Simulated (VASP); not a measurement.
# Bi2Te3 (R-3m) in VASP: single point with PBE

Aim: the single point of Bi2Te3 with PBE.

Program: VASP 6.6.1. These are calculated values, not measurements. Logs are shortened: lines on timing, memory, paths and dates and some standing lists are left out, and cuts for length are marked.

## Step 1: The cell of the first run

Symmetry: R-3m, No. 166, trigonal system. The conventional cell has a = 4.167 Å, b = 4.167 Å, c = 29.735 Å, α = 90.00°, β = 90.00°, γ = 120.00°. Within 3.9 Å of Bi (site symmetry 3m) lie 6 Te at 2.95 to 3.12 Å. Te (site symmetry -3m) has 6 Bi at 3.12 Å and 6 Te at 4.17 Å within 4.2 Å. Te (site symmetry 3m) has 3 Bi at 2.95 Å and 3 Te at 3.50 Å within 3.9 Å.

## Step 2: Single point, PBE (strain -0.050 along x and y, -0.025 along z)

File INCAR:

```
PREC     = Accurate       # precision mode
ENCUT    = 520            # plane-wave cutoff, eV
EDIFF    = 1E-7           # SCF threshold, eV
ISMEAR   = 0              # smearing method
SIGMA    = 0.03           # smearing width, eV
LREAL    = F              # projectors in reciprocal space
LASPH    = T              # aspherical terms in the spheres
NELM     = 60             # most SCF steps
ALGO     = Normal         # electronic algorithm
ISIF     = 2              # what is computed and relaxed
LWAVE    = F              # write WAVECAR
LCHARG   = T              # write CHGCAR
GGA      = PE             # functional
LELF     = T              # ELF
LVHAR    = T            
NBANDS   = 32             # bands
```

File KPOINTS:

```
Automatic mesh
0
Gamma
  12 12 12
```

File POSCAR:

```
Bi2Te3
1.0
    2.0833505305      1.2028229896      9.9115282500
   -2.0833505305      1.2028229896      9.9115282500
    0.0000000000     -2.4056459792      9.9115282500
Bi Te
2 3
Direct
    0.4000000000      0.4000000000      0.4000000000
    0.6000000000      0.6000000000      0.6000000000
    0.0000000000      0.0000000000      0.0000000000
    0.2095000000      0.2095000000      0.2095000000
    0.7905000000      0.7905000000      0.7905000000
```

Potentials or basis: VASP PAW PBE potentials, release 64 (Bi_d, Te).

On the command line:

```sh
$ cat potpaw_PBE.64/Bi_d/POTCAR potpaw_PBE.64/Te/POTCAR > POTCAR
$ mpirun -np 1 vasp_std > vasp.out
```

OUTCAR:

```text
PREC = Accurate
   ENCUT = 520
   EDIFF = 1E-7
   ISMEAR = 0
   LREAL = F
   LASPH = T
   NELM = 60
   ISIF = 2
   GGA = PE

 ion  position               nearest neighbor table
   1  0.400  0.400  0.400-   5 2.95   5 2.95   5 2.95   3 3.12   3 3.12   3 3.12
   2  0.600  0.600  0.600-   4 2.95   4 2.95   4 2.95   3 3.12   3 3.12   3 3.12
   3  0.000  0.000  0.000-   2 3.12   1 3.12   2 3.12   2 3.12   1 3.12   1 3.12
   4  0.209  0.209  0.209-   2 2.95   2 2.95   2 2.95   5 3.50   5 3.50   5 3.50
   5  0.791  0.791  0.791-   1 2.95   1 2.95   1 2.95   4 3.50   4 3.50   4 3.50

  LATTYP: Found a trigonal (rhomboedric) cell.
 ALAT       =    10.1992904081
 COS(alpha) =     0.9165522223

  Lattice vectors:

 A1 = (   2.0833505305,   1.2028229896,   9.9115282500)
 A2 = (  -2.0833505305,   1.2028229896,   9.9115282500)
 A3 = (   0.0000000000,  -2.4056459792,   9.9115282500)

Analysis of symmetry for initial positions (statically):
=====================================================================
 Subroutine PRICEL returns:
 Original cell was already a primitive cell.

 Routine SETGRP: Setting up the symmetry group for a
 trigonal (rhombohedral) supercell.

 Subroutine GETGRP returns: Found 12 space group operations
 (whereof 12 operations were pure point group operations)
 out of a pool of 12 trial point group operations.

The static configuration has the point symmetry D_3d.

Analysis of symmetry for dynamics (positions and initial velocities):
=====================================================================
 Subroutine PRICEL returns:
 Original cell was already a primitive cell.

 Routine SETGRP: Setting up the symmetry group for a
 trigonal (rhombohedral) supercell.

 Subroutine GETGRP returns: Found 12 space group operations
 (whereof 12 operations were pure point group operations)
 out of a pool of 12 trial point group operations.

The dynamic configuration has the point symmetry D_3d.

 Subroutine INISYM returns: Found 12 space group operations
 (whereof 12 operations are pure point group operations),
 and found     1 'primitive' translations

----------------------------------------------------------------------------------------

                                     Primitive cell

  volume of cell :     149.0239

  direct lattice vectors                    reciprocal lattice vectors
     2.083350531  1.202822990  9.911528250     0.239998019  0.138562921  0.033630872
    -2.083350531  1.202822990  9.911528250    -0.239998019  0.138562921  0.033630872
     0.000000000 -2.405645979  9.911528250     0.000000000 -0.277125842  0.033630872

  length of vectors
    10.199290408 10.199290408 10.199290408     0.279159036  0.279159036  0.279159036

  position of ions in fractional coordinates (direct lattice)
     0.400000000  0.400000000  0.400000000
     0.600000000  0.600000000  0.600000000
     0.000000000  0.000000000  0.000000000
     0.209500000  0.209500000  0.209500000
     0.790500000  0.790500000  0.790500000

  ion indices of the primitive-cell ions
   primitive index   ion index
                 1           1
                 2           2
                 3           3
                 4           4
                 5           5

----------------------------------------------------------------------------------------

 KPOINTS: Automatic mesh

Automatic generation of k-mesh.
 Grid dimensions read from file:
 generate k-points for:   12   12   12

 Generating k-lattice:

  Cartesian coordinates                     Fractional coordinates (reciprocal lattice)
     0.019999835  0.011546910  0.002802573     0.083333333 -0.000000000  0.000000000
    -0.019999835  0.011546910  0.002802573    -0.000000000  0.083333333  0.000000000
     0.000000000 -0.023093820  0.002802573     0.000000000  0.000000000  0.083333333

  Length of vectors
     0.023263253  0.023263253  0.023263253

  Shift w.r.t. Gamma in fractional coordinates (k-lattice)
     0.000000000  0.000000000  0.000000000

 Subroutine IBZKPT returns following result:
 ===========================================

 Found    189 irreducible k-points:

 Following reciprocal coordinates:
            Coordinates               Weight
  0.000000  0.000000  0.000000      1.000000
  0.083333  0.000000  0.000000      6.000000
  0.166667  0.000000  0.000000      6.000000
  0.250000  0.000000  0.000000      6.000000
  0.333333  0.000000  0.000000      6.000000
  0.416667  0.000000  0.000000      6.000000
[... 16 lines left out ...]
  0.500000  0.166667  0.000000     12.000000
 -0.416667  0.166667 -0.000000     12.000000
 [... further k-points ...]
   k-points           NKPTS =    189   k-points in BZ     NKDIM =    189   number of bands    NBANDS=     32
   number of dos      NEDOS =    301   number of ions     NIONS =      5
   total plane-waves  NPLWV = 512000
   dimension x,y,z NGX =    80 NGY =   80 NGZ =   80
   dimension x,y,z NGXF=   160 NGYF=  160 NGZF=  160
   ions per type =               2   3
   NGX,Y,Z   is equivalent  to a cutoff of  13.04, 13.04, 13.04 a.u.
   NGXF,Y,Z  is equivalent  to a cutoff of  26.08, 26.08, 26.08 a.u.
 SYSTEM =  unknown system
   PREC   = accura    normal or accurate (medium, high low for compatibility)
   ISTART =      0    job   : 0-new  1-cont  2-samecut
   ICHARG =      2    charge: 1-file 2-atom 10-const
   ISPIN  =      1    spin polarized calculation?
   LNONCOLLINEAR =      F non collinear calculations
   LSORBIT =      F    spin-orbit coupling
   LASPH  =      T    aspherical Exc in radial PAW
   ENCUT  =  520.0 eV  38.22 Ry    6.18 a.u.  18.96 18.96 18.96*2*pi/ulx,y,z
   NELM   =     60;   NELMIN=  2; NELMDL= -5     # of ELM steps
   EDIFF  = 0.1E-06   stopping-criterion for ELM
   LREAL  =      F    real-space projection
   EDIFFG = 0.1E-05   stopping-criterion for IOM
   NSW    =      0    number of steps for IOM
   IBRION =     -1    ionic relax: 0-MD 1-quasi-New 2-CG
   NFREE  =      0    steps in history (QN), initial steepest desc. (CG)
   ISIF   =      2    stress and relaxation
   ISYM   =      2    0-nonsym 1-usesym 2-fastsym
   POTIM  = 0.5000    time-step for ionic-motion
   TEBEG  =    0.0;   TEEND  =   0.0 temperature during run
   PSTRESS=    0.0 pullay stress
   NELECT =      48.0000    total number of electrons
   NUPDOWN=      -1.0000    fix difference up-down
   EMIN   =  10.00;   EMAX   =-10.00  energy-range for DOS
   EFERMI =   0.00;   METHOD = LEGACY
   ISMEAR =     0;   SIGMA  =   0.03  broadening in eV -4-tet -1-fermi 0-gaus
   EFERMI_NEDOS =   21; number of points for ismear=-14 and -15
   IALGO  =     38    algorithm
   IMIX   =      4    mixing-type and parameters
     AMIX     =   0.40;   BMIX     =  1.00
     AMIX_MAG =   1.60;   BMIX_MAG =  1.00
  volume/ion in A,a.u.               =      29.80       201.13
  Fermi-wavevector in a.u.,A,eV,Ry     =   1.122199  2.120649 17.134237  1.259331
  Thomas-Fermi vector in A             =   2.258858
   LORBIT       =      0    0 simple, 1 ext, 2 COOP (PROOUT), +10 PAW based schemes
   GGA     = PE    functional components
   LHFCALC =     F    Hartree Fock is set to
   AEXX    =    0.0000 exact exchange contribution
   IVDW    =     0    specifies the selected vdW correction
   LEPSILON=     F    determine dielectric tensor
   LRPA    =     F    only Hartree local field effects (RPA)
 non-spin polarized calculation
 Gauss-broadening in eV      SIGMA  =   0.03
  energy-cutoff  :      520.00
  volume of cell :      149.02
 maximum number of plane-waves:      4051
 NGX is ok and might be reduce to    80
   NGX = 37   NGY = 37   NGZ = 37

 number of electron      48.0000000 magnetization

 Free energy of the ion-electron system (eV)
  ---------------------------------------------------
  ext. energy  EPLUGINS =         0.00000000
  ---------------------------------------------------
  free energy    TOTEN  =       -17.56230841 eV

  energy without entropy =      -17.56230841  energy(sigma->0) =      -17.56230841

 E-fermi :   8.3058     XC(G=0):  -9.9142

 val. band max:        8.1499214173   @ k =   0.0000   0.0000   0.0000
 cond. band min:       8.4178905892   @ k =   0.0000   0.0000   0.0000
 fundamental gap:      0.2679691719
 Fermi energy:         8.3058300309

 k-point     1 :       0.0000    0.0000    0.0000
  band No.  band energies     occupation
      1     -15.4528      2.00000
      2     -15.4528      2.00000
      3     -15.4500      2.00000
      4     -15.4500      2.00000
      5     -15.4328      2.00000
      6     -15.4303      2.00000
[... 24 lines left out ...]
     31      12.3734      0.00000
     32      13.1597      0.00000

 k-point     2 :       0.0833    0.0000    0.0000
  band No.  band energies     occupation
      1     -15.4541      2.00000
      2     -15.4516      2.00000
      3     -15.4512      2.00000
      4     -15.4489      2.00000
      5     -15.4318      2.00000
      6     -15.4295      2.00000
[... 24 lines left out ...]
     31      12.3343      0.00000
     32      12.7128      0.00000

 k-point     3 :       0.1667    0.0000    0.0000
  band No.  band energies     occupation
      1     -15.4581      2.00000
      2     -15.4545      2.00000
      3     -15.4489      2.00000
      4     -15.4462      2.00000
      5     -15.4303      2.00000
      6     -15.4277      2.00000
[... 24 lines left out ...]
     31      11.7712      0.00000
     32      12.7451      0.00000

 k-point     4 :       0.2500    0.0000    0.0000
  band No.  band energies     occupation
      1     -15.4638      2.00000
      2     -15.4595      2.00000
      3     -15.4464      2.00000
      4     -15.4433      2.00000
      5     -15.4317      2.00000
      6     -15.4282      2.00000
[... 24 lines left out ...]
     31      12.3307      0.00000
     32      13.2953      0.00000

 k-point     5 :       0.3333    0.0000    0.0000
  band No.  band energies     occupation
      1     -15.4698      2.00000
      2     -15.4647      2.00000
      3     -15.4452      2.00000
      4     -15.4413      2.00000
      5     -15.4338      2.00000
      6     -15.4303      2.00000
[... 584 lines left out ...]
     31      12.0147      0.00000
     32      12.2901      0.00000

 k-point    22 :       0.4167    0.1667    0.0000
  band No.  band energies     occupation
      1     -15.4669      2.00000
      2     -15.4634      2.00000
      3     -15.4478      2.00000
      4     -15.4447      2.00000
      5     -15.4299      2.00000
      6     -15.4274      2.00000
[... 24 lines left out ...]
     31      12.6506      0.00000
     32      12.7496      0.00000

 k-point    23 :       0.5000    0.1667    0.0000
  band No.  band energies     occupation
      1     -15.4697      2.00000
      2     -15.4652      2.00000
      3     -15.4492      2.00000
      4     -15.4443      2.00000
      5     -15.4309      2.00000
      6     -15.4279      2.00000
[... 24 lines left out ...]
     31      12.2825      0.00000
     32      12.4821      0.00000

 k-point    24 :      -0.4167    0.1667   -0.0000
  band No.  band energies     occupation
      1     -15.4708      2.00000
      2     -15.4659      2.00000
      3     -15.4497      2.00000
      4     -15.4442      2.00000
      5     -15.4313      2.00000
      6     -15.4282      2.00000
[... 24 lines left out ...]
     31      11.9433      0.00000
     32      12.4080      0.00000

 [... further k-points ...]
[... 5 lines left out ...]
  --------------------------------------------------------------------------------------
  -------------------------------------------------------------------------------------
  Total       10.4901803     10.4901803     10.1044997      0.0000000     -0.0000000      0.0000000
  in kB      112.7814296    112.7814296    108.6349223      0.0000000     -0.0000000      0.0000000
  external PRESSURE =     111.3992605 kB  Pullay stress =       0.0000000 kB

 VOLUME and BASIS-vectors are now :
 -----------------------------------------------------------------------------
  energy-cutoff  :      520.00
  volume of cell :      149.02
      direct lattice vectors                 reciprocal lattice vectors
     2.083350531  1.202822990  9.911528250     0.239998019  0.138562921  0.033630872
    -2.083350531  1.202822990  9.911528250    -0.239998019  0.138562921  0.033630872
     0.000000000 -2.405645979  9.911528250     0.000000000 -0.277125842  0.033630872

 POSITION                                       TOTAL-FORCE (eV/Angst)
 -----------------------------------------------------------------------------------
      0.00000      0.00000     11.89383         0.000000     -0.000000     -0.363180
      0.00000      0.00000     17.84075         0.000000     -0.000000      0.363180
      0.00000      0.00000      0.00000         0.000000      0.000000     -0.000000
      0.00000      0.00000      6.22940         0.000000     -0.000000     -0.868347
      0.00000      0.00000     23.50519         0.000000     -0.000000      0.868347
 -----------------------------------------------------------------------------------
    total drift:                               -0.000000     -0.000000     -0.000000

  FREE ENERGIE OF THE ION-ELECTRON SYSTEM (eV)
  ---------------------------------------------------
  free  energy   TOTEN  =       -17.5623084082 eV

  energy  without entropy=      -17.5623084082  energy(sigma->0) =      -17.56230841
```

It took 46 min on 1 thread of AMD EPYC 9R45 (Zen 5), shared host; peak memory 1.4 GiB.

What came out:

- Free energy: -17.5623 eV
- Pressure: 11.1 GPa
- Largest force: 0.868 eV/Å
- Band gap on the k mesh: 0.27 eV

Forces on the atoms (eV/Å):
```
Bi   0.000  0.000 -0.363
Bi   0.000  0.000  0.363
Te   0.000  0.000  0.000
Te   0.000  0.000 -0.868
Te   0.000  0.000  0.868
```

Caveat: the cell differs from its parent crystal (strain -0.050 along x and y, -0.025 along z); the cell stands under pressure; spin-orbit coupling is left out, which moves the levels of the heavy elements. A k mesh can miss the band edges.
